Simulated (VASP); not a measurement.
## ZnS: single point with PBE

Crystal: ZnS.

```
Zn S
1.0
     3.78902    0.00000    0.00000
    -1.89451    3.28139    0.00000
     0.00000    0.00000   12.96793
Zn S
4 4
Direct
  0.00000 0.00000 0.00005
  0.00000 0.00000 0.50005
  0.33333 0.66667 0.25002
  0.66667 0.33333 0.75002
  0.00000 0.00000 0.18729
  0.00000 0.00000 0.68729
  0.33333 0.66667 0.43764
  0.66667 0.33333 0.93764
```

This cell differs from its parent crystal: strain -0.015 along x and y, +0.030 along z.

```yaml
Program: VASP 6.6.1
Task: single point
Functional: PBE
Potentials_or_basis: VASP PAW PBE potentials, release 64 (Zn, S)
Cutoff: 520 eV
k_mesh: 12 × 12 × 2
Occupations: gaussian, width 0.05 eV
Spin: no spin polarisation
Dipole_correction: no
Further_INCAR_settings: ALGO = Normal; EDIFF = 1e-07; NBANDS = 46
```

```json
{"Pressure": "0.4 GPa", "Largest force": "0.216 eV/Å", "Band gap on the k mesh": "1.96 eV, direct"}
```

Forces in eV/Å, atoms in the order of the input:
```
Zn   0.000  0.000  0.216
Zn   0.000  0.000  0.216
Zn   0.000  0.000  0.208
Zn   0.000  0.000  0.208
S    0.000  0.000 -0.208
S    0.000  0.000 -0.208
S    0.000  0.000 -0.215
S    0.000  0.000 -0.215
```

Stress tensor (GPa, compression positive):
```
 2.26  0.00  0.00
 0.00  2.26  0.00
 0.00  0.00 -3.23
```

Levels at points of the mesh, in eV from the valence-band top:
```csv
k point,band 33,band 34,band 35,band 36,band 37,band 38,band 39,band 40
"(0.00, 0.00, 0.00)",-0.38,-0.21,0.00,0.00,1.96,3.39,3.47,3.65
"(0.50, 0.00, 0.00)",-1.54,-1.53,-1.19,-0.93,3.15,3.24,3.88,4.37
"(0.00, 0.00, 0.50)",-0.12,-0.12,-0.12,-0.12,2.88,2.88,3.48,3.48
"(0.50, 0.00, 0.50)",-1.55,-1.55,-1.12,-1.12,3.63,3.63,3.96,3.96
```

It took 3 min on 1 thread of Intel(R) Xeon(R) 6975P-C (Granite Rapids), with other jobs on the host, peak memory 0.38 GiB.

Caveat: the cell differs from its parent crystal (strain -0.015 along x and y, +0.030 along z). A k mesh can miss the band edges.
